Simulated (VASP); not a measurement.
Pd, 1 atom in the cell. The structure is cubic, space group Fm-3m (No. 225). The conventional cell has a = 3.948 Å, b = 3.948 Å, c = 3.948 Å, α = 90.00°, β = 90.00°, γ = 90.00°. Within 3.7 Å of Pd (site symmetry m-3m) lie 12 Pd at 2.79 Å. 

- Program: VASP 6.6.1
- Task: single point
- Functional: PBE
- Potentials or basis: VASP PAW PBE potentials, release 64 (Pd)
- Cutoff: 500 eV
- k mesh: 8 × 8 × 8
- Occupations: gaussian, width 0.1 eV
- Spin: no spin polarisation
- Dipole correction: no
- Further INCAR settings: ALGO = Normal; EDIFF = 1e-06; NBANDS = 11

Potentials or basis: VASP PAW PBE potentials, release 64 (Pd).

Command:

```console
$ cat potpaw_PBE.64/Pd/POTCAR > POTCAR
$ mpirun -np 1 vasp_std > vasp.out
```

Hardware: 1 thread of Intel Xeon 8259CL, on a shared host.

Task: Estimate the wall time of this run.

Result: Wall time 12 s on 1 thread of Intel Xeon 8259CL (shared host), peak memory 0.12 GiB. Counts: scf iterations 11, k points 29.
